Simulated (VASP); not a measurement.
Write the native input for VASP 6.6.1 that does the following.

```
Task                   : relaxation of cell and atoms
Functional             : PBE
Potentials or basis    : VASP PAW PBE potentials, release 64 (Ru_pv)
Cutoff                 : 600 eV
k mesh                 : 16 × 16 × 16
Occupations            : fermi-dirac, width 0.05 eV
Spin                   : no spin polarisation
Dipole correction      : no
Further INCAR settings : ALGO = Normal; EDIFF = 1e-06; IBRION = 2; EDIFFG = -0.01; NSW = 80; ISIF = 3
```

The structure of Ru lies in POSCAR:

```
Ru
1.0
    2.5110405780      0.0000000000      0.0000000000
    0.0000000000      2.5110405780      0.0000000000
    0.0000000000      0.0000000000      2.5110405780
Ru
1
Direct
    0.0000000000      0.0000000000      0.0000000000
```

This isn't the form of Ru at room conditions, which is hcp.

These files were run (other wordings do the same):

INCAR

```
SYSTEM = Ru
  ALGO = Normal
  EDIFF = 1E-6
  EDIFFG = -0.01
  ENCUT = 600
  GGA = PE
  IBRION = 2
  ISIF = 3
  ISMEAR = -1
  LASPH = .TRUE.
  LCHARG = .FALSE.
  LREAL = .FALSE.
  LWAVE = .FALSE.
  NELM = 80
  NSW = 80
  PREC = Accurate
  SIGMA = 0.05
```

KPOINTS

```
k-points
0
G
  16 16 16
  0 0 0
```

Potentials or basis: VASP PAW PBE potentials, release 64 (Ru_pv).

Run with:

```bash
$ cat potpaw_PBE.64/Ru_pv/POTCAR > POTCAR
$ mpirun -np 1 vasp_std > vasp.out
```

Results of the run:

```yaml
Pressure_after_relaxing: 0.0 GPa
Band_gap_on_the_k_mesh: zero (bands 7 and 8 overlap by 4.79 eV)
```

Caveat: the relaxation stopped at its first step, so nothing moved.

Wall time 15 s on 1 thread of Intel(R) Xeon(R) Platinum 8488C (Sapphire Rapids) (shared host), peak memory 0.15 GiB.
